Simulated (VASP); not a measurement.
# Sc (P6_3/mmc) in VASP: single point with HSE06

Aim: the single point of Sc with HSE06.

Everything below comes from runs of VASP 6.6.1. Logs are shortened: lines on timing, memory, paths and dates and some standing lists are left out, and cuts for length are marked.

### Step 1. The cell of the first run

Symmetry: P6_3/mmc, No. 194, hexagonal system. The conventional cell has a = 3.321 Å, b = 3.321 Å, c = 5.166 Å, α = 90.00°, β = 90.00°, γ = 120.00°. Within 4.2 Å of Sc (site symmetry -6m2) lie 12 Sc at 3.22 to 3.32 Å.

### Step 2. Single point, HSE06

POSCAR reads:

```
Sc
1.0
    3.3206552942      0.0000000000      0.0000000000
   -1.6603276471      2.8757718420      0.0000000000
    0.0000000000      0.0000000000      5.1657957301
Sc
2
Direct
    0.3333333333      0.6666666667      0.2500000000
    0.6666666667      0.3333333333      0.7500000000
```

INCAR.step1 reads:

```
PREC = Accurate
ENCUT = 400
EDIFF = 1E-5
ISMEAR = -1
SIGMA = 0.05
LREAL = False
LASPH = True
NELM = 120
ALGO = Normal
ISIF = 2
LWAVE = True
LCHARG = False
NBANDS = 18
GGA = PE
GGA_COMPAT = False
KPAR = 4
```

INCAR.step2 reads:

```
PREC = Accurate
ENCUT = 400
EDIFF = 1E-6
ISMEAR = -1
SIGMA = 0.05
LREAL = False
LASPH = True
NELM = 120
ALGO = Normal
ISIF = 2
LWAVE = False
LCHARG = False
GGA = PE
LHFCALC = True
HFSCREEN = 0.2079
PRECFOCK = Normal
NBANDS = 18
ISTART = 1
GGA_COMPAT = False
KPAR = 4
```

KPOINTS reads:

```
Automatic mesh
0
Gamma
  8 8 5
```

Potentials or basis: VASP PAW PBE potentials, release 64 (Sc_sv).

The run is started by

```console
$ cat potpaw_PBE.64/Sc_sv/POTCAR > POTCAR
$ cp INCAR.step1 INCAR
$ mpirun -np 4 vasp_std > vasp.out
$ cp INCAR.step2 INCAR
$ mpirun -np 4 vasp_std > vasp.out
```

OUTCAR:

```text
PREC = Accurate
   ENCUT = 400
   EDIFF = 1E-6
   ISMEAR = -1
   LREAL = False
   LASPH = True
   NELM = 120
   ISIF = 2
   GGA = PE
   LHFCALC = True
   HFSCREEN = 0.2079
   PRECFOCK = Normal
   ISTART = 1

 ion  position               nearest neighbor table
   1  0.333  0.667  0.250-   2 3.22   2 3.22   2 3.22   2 3.22   2 3.22   2 3.22
   2  0.667  0.333  0.750-   1 3.22   1 3.22   1 3.22   1 3.22   1 3.22   1 3.22

  LATTYP: Found a hexagonal cell.
 ALAT       =     3.3206552942
 C/A-ratio  =     1.5556555175

  Lattice vectors:

 A1 = (   3.3206552942,   0.0000000000,   0.0000000000)
 A2 = (  -1.6603276471,   2.8757718420,   0.0000000000)
 A3 = (   0.0000000000,   0.0000000000,   5.1657957301)

Analysis of symmetry for initial positions (statically):
=====================================================================
 Subroutine PRICEL returns:
 Original cell was already a primitive cell.

 Routine SETGRP: Setting up the symmetry group for a
 hexagonal supercell.

 Subroutine GETGRP returns: Found 24 space group operations
 (whereof 12 operations were pure point group operations)
 out of a pool of 24 trial point group operations.

The static configuration has the point symmetry D_3d.
 The point group associated with its full space group is D_6h.

Analysis of symmetry for dynamics (positions and initial velocities):
=====================================================================
 Subroutine PRICEL returns:
 Original cell was already a primitive cell.

 Routine SETGRP: Setting up the symmetry group for a
 hexagonal supercell.

 Subroutine GETGRP returns: Found 24 space group operations
 (whereof 12 operations were pure point group operations)
 out of a pool of 24 trial point group operations.

The dynamic configuration has the point symmetry D_3d.
 The point group associated with its full space group is D_6h.

 Subroutine INISYM returns: Found 24 space group operations
 (whereof 12 operations are pure point group operations),
 and found     1 'primitive' translations

----------------------------------------------------------------------------------------

                                     Primitive cell

  volume of cell :      49.3305

  direct lattice vectors                    reciprocal lattice vectors
     3.320655294  0.000000000  0.000000000     0.301145380  0.173866366  0.000000000
    -1.660327647  2.875771842  0.000000000     0.000000000  0.347732732  0.000000000
     0.000000000  0.000000000  5.165795730     0.000000000  0.000000000  0.193581019

  length of vectors
     3.320655294  3.320655294  5.165795730     0.347732732  0.347732732  0.193581019

  position of ions in fractional coordinates (direct lattice)
     0.333333333  0.666666667  0.250000000
     0.666666667  0.333333333  0.750000000

  ion indices of the primitive-cell ions
   primitive index   ion index
                 1           1
                 2           2

----------------------------------------------------------------------------------------

 KPOINTS: Automatic mesh

Automatic generation of k-mesh.
 Grid dimensions read from file:
 generate k-points for:    8    8    5

 Generating k-lattice:

  Cartesian coordinates                     Fractional coordinates (reciprocal lattice)
     0.037643172  0.021733296  0.000000000     0.125000000  0.000000000  0.000000000
     0.000000000  0.043466592  0.000000000     0.000000000  0.125000000  0.000000000
     0.000000000  0.000000000  0.038716204     0.000000000  0.000000000  0.200000000

  Length of vectors
     0.043466592  0.043466592  0.038716204

  Shift w.r.t. Gamma in fractional coordinates (k-lattice)
     0.000000000  0.000000000  0.000000000

 Subroutine IBZKPT returns following result:
 ===========================================

 Found     30 irreducible k-points:

 Following reciprocal coordinates:
            Coordinates               Weight
  0.000000  0.000000  0.000000      1.000000
  0.125000  0.000000  0.000000      6.000000
  0.250000  0.000000  0.000000      6.000000
  0.375000  0.000000  0.000000      6.000000
  0.500000  0.000000  0.000000      3.000000
  0.125000  0.125000  0.000000      6.000000
[... 16 lines left out ...]
  0.250000  0.000000  0.400000     12.000000
  0.375000  0.000000  0.400000     12.000000
 [... further k-points ...]
   k-points           NKPTS =     30   k-points in BZ     NKDIM =    320   number of bands    NBANDS=     18
   number of dos      NEDOS =    301   number of ions     NIONS =      2
   total plane-waves  NPLWV =  20736
   dimension x,y,z NGX =    24 NGY =   24 NGZ =   36
   dimension x,y,z NGXF=    48 NGYF=   48 NGZF=   72
   ions per type =               2
   NGX,Y,Z   is equivalent  to a cutoff of  12.02, 12.02, 11.59 a.u.
   NGXF,Y,Z  is equivalent  to a cutoff of  24.03, 24.03, 23.17 a.u.
 SYSTEM =  unknown system
   PREC   = accura    normal or accurate (medium, high low for compatibility)
   ISTART =      1    job   : 0-new  1-cont  2-samecut
   ICHARG =      0    charge: 1-file 2-atom 10-const
   ISPIN  =      1    spin polarized calculation?
   LNONCOLLINEAR =      F non collinear calculations
   LSORBIT =      F    spin-orbit coupling
   LASPH  =      T    aspherical Exc in radial PAW
   ENCUT  =  400.0 eV  29.40 Ry    5.42 a.u.   5.42  5.42  8.42*2*pi/ulx,y,z
   NELM   =    120;   NELMIN=  2; NELMDL=  0     # of ELM steps
   EDIFF  = 0.1E-05   stopping-criterion for ELM
   LREAL  =      F    real-space projection
   EDIFFG = 0.1E-04   stopping-criterion for IOM
   NSW    =      0    number of steps for IOM
   IBRION =     -1    ionic relax: 0-MD 1-quasi-New 2-CG
   NFREE  =      0    steps in history (QN), initial steepest desc. (CG)
   ISIF   =      2    stress and relaxation
   ISYM   =      3    0-nonsym 1-usesym 2-fastsym
   POTIM  = 0.5000    time-step for ionic-motion
   TEBEG  =    0.0;   TEEND  =   0.0 temperature during run
   PSTRESS=    0.0 pullay stress
   NELECT =      22.0000    total number of electrons
   NUPDOWN=      -1.0000    fix difference up-down
   EMIN   =  10.00;   EMAX   =-10.00  energy-range for DOS
   EFERMI =   0.00;   METHOD = LEGACY
   ISMEAR =    -1;   SIGMA  =   0.05  broadening in eV -4-tet -1-fermi 0-gaus
   EFERMI_NEDOS =   21; number of points for ismear=-14 and -15
   IALGO  =     38    algorithm
   IMIX   =      1    mixing-type and parameters
     AMIX     =   0.40;   BMIX     =  1.00
     AMIX_MAG =   1.60;   BMIX_MAG =  1.00
  volume/ion in A,a.u.               =      24.67       166.45
  Fermi-wavevector in a.u.,A,eV,Ry     =   1.250769  2.363611 21.285281  1.564424
  Thomas-Fermi vector in A             =   2.384748
   LORBIT       =      0    0 simple, 1 ext, 2 COOP (PROOUT), +10 PAW based schemes
   GGA     = PE    functional components
   LHFCALC =     T    Hartree Fock is set to
   PRECFOCK=normal    Normal, Fast or Accurate (Low or Medium for compatibility)
   ENCUT4O =  -1.0   cutoff for four orbital integrals eV
   NKREDX  =     1    reduce k-point grid by
   NKREDY  =     1    reduce k-point grid by
   NKREDZ  =     1    reduce k-point grid by
   AEXX    =    0.2500 exact exchange contribution
   HFSCREEN=    0.2079 screening length (either q_TF or 0.3 A-1)
   HFSCREENC=   0.2079 screening length for correlation (either q_TF or 0.3 A-1)
   ENCUTFOCK=  -1.0 apply spherical cutoff to Coloumb kernel
   IVDW    =     0    specifies the selected vdW correction
   LEPSILON=     F    determine dielectric tensor
   LRPA    =     F    only Hartree local field effects (RPA)
 non-spin polarized calculation
  energy-cutoff  :      400.00
  volume of cell :       49.33
 maximum number of plane-waves:       911
 NGX is ok and might be reduce to    24
  NGX = 18; NGY = 18; NGZ = 28

 number of electron      22.0000009 magnetization

 Free energy of the ion-electron system (eV)
  ---------------------------------------------------
  ext. energy  EPLUGINS =         0.00000000
  ---------------------------------------------------
  free energy    TOTEN  =       -14.85425466 eV

  energy without entropy =      -14.82583907  energy(sigma->0) =      -14.84004687

 E-fermi :   3.7736     XC(G=0):  -8.2042

 val. band max:        3.7375442934   @ k =   0.3750   0.0000   0.2000
 cond. band min:       3.7788866297   @ k =   0.3750   0.1250   0.4000
 fundamental gap:      0.0413423363
 Fermi energy:         3.7735825169

 k-point     1 :       0.0000    0.0000    0.0000
  band No.  band energies     occupation
      1     -50.1204      2.00000
      2     -50.0453      2.00000
      3     -27.3745      2.00000
      4     -27.0044      2.00000
      5     -27.0044      2.00000
      6     -26.9383      2.00000
[... 10 lines left out ...]
     17       6.9175      0.00000
     18       6.9175      0.00000

 k-point     2 :       0.1250    0.0000    0.0000
  band No.  band energies     occupation
      1     -50.1131      2.00000
      2     -50.0429      2.00000
      3     -27.3520      2.00000
      4     -27.0442      2.00000
      5     -27.0179      2.00000
      6     -26.9808      2.00000
[... 10 lines left out ...]
     17       6.7594      0.00000
     18       6.8318      0.00000

 k-point     3 :       0.2500    0.0000    0.0000
  band No.  band energies     occupation
      1     -50.0937      2.00000
      2     -50.0380      2.00000
      3     -27.2917      2.00000
      4     -27.1439      2.00000
      5     -27.0770      2.00000
      6     -27.0486      2.00000
[... 10 lines left out ...]
     17       7.3098      0.00000
     18       7.4492      0.00000

 k-point     4 :       0.3750    0.0000    0.0000
  band No.  band energies     occupation
      1     -50.0720      2.00000
      2     -50.0360      2.00000
      3     -27.2476      2.00000
      4     -27.2148      2.00000
      5     -27.1653      2.00000
      6     -27.0777      2.00000
[... 375 lines left out ...]
      4     -27.1041      2.00000
      5     -27.0074      2.00000
      6     -26.9920      2.00000
[... 10 lines left out ...]
     17       7.7558      0.00000
     18       7.8175      0.00000

 k-point    23 :       0.2500    0.0000    0.4000
  band No.  band energies     occupation
      1     -50.0747      2.00000
      2     -50.0574      2.00000
      3     -27.2485      2.00000
      4     -27.1852      2.00000
      5     -27.0468      2.00000
      6     -27.0166      2.00000
[... 10 lines left out ...]
     17       7.8116      0.00000
     18       7.9413      0.00000

 k-point    24 :       0.3750    0.0000    0.4000
  band No.  band energies     occupation
      1     -50.0594      2.00000
      2     -50.0483      2.00000
      3     -27.3060      2.00000
      4     -27.2709      2.00000
      5     -27.0512      2.00000
      6     -27.0406      2.00000
[... 10 lines left out ...]
     17       8.2532      0.00000
     18       8.2825      0.00000

 [... further k-points ...]

------------------------ aborting loop because EDIFF is reached ----------------------------------------

  FORCE on cell =-STRESS in cart. coord.  units (eV):
  Direction    XX          YY          ZZ          XY          YZ          ZX
  --------------------------------------------------------------------------------------
  -------------------------------------------------------------------------------------
  Total        0.4291372      0.4291372      0.5616908     -0.0000000      0.0000000      0.0000000
  in kB       13.9377068     13.9377068     18.2428412     -0.0000000      0.0000000      0.0000000
  external PRESSURE =      15.3727516 kB  Pullay stress =       0.0000000 kB

 VOLUME and BASIS-vectors are now :
 -----------------------------------------------------------------------------
  energy-cutoff  :      400.00
  volume of cell :       49.33
      direct lattice vectors                 reciprocal lattice vectors
     3.320655294  0.000000000  0.000000000     0.301145380  0.173866366  0.000000000
    -1.660327647  2.875771842  0.000000000     0.000000000  0.347732732  0.000000000
     0.000000000  0.000000000  5.165795730     0.000000000  0.000000000  0.193581019

 POSITION                                       TOTAL-FORCE (eV/Angst)
 -----------------------------------------------------------------------------------
     -0.00000      1.91718      1.29145         0.000000      0.000000      0.000000
      1.66033      0.95859      3.87435        -0.000000     -0.000000     -0.000000
 -----------------------------------------------------------------------------------
    total drift:                                0.000000      0.000000      0.000000

  FREE ENERGIE OF THE ION-ELECTRON SYSTEM (eV)
  ---------------------------------------------------
  free  energy   TOTEN  =       -14.8542546563 eV

  energy  without entropy=      -14.8258390741  energy(sigma->0) =      -14.84004687
```

Run time: 86 min. Hardware: 4 MPI ranks of AMD EPYC 7R43 (Zen 3), shared host; peak memory 0.23 GiB.

Results:

```
Free energy            : -14.8543 eV
Pressure               : 1.5 GPa
Band gap on the k mesh : zero (bands 11 and 12 overlap by 1.70 eV)
```

Stress tensor (GPa, compression positive):
```
1.39 0.00 0.00
0.00 1.39 0.00
0.00 0.00 1.82
```

Caveat: the PAW data sets were made with another functional, which shifts forces and pressure a little.

The gap in the log of VASP goes by the Fermi energy; the results here count the filled bands.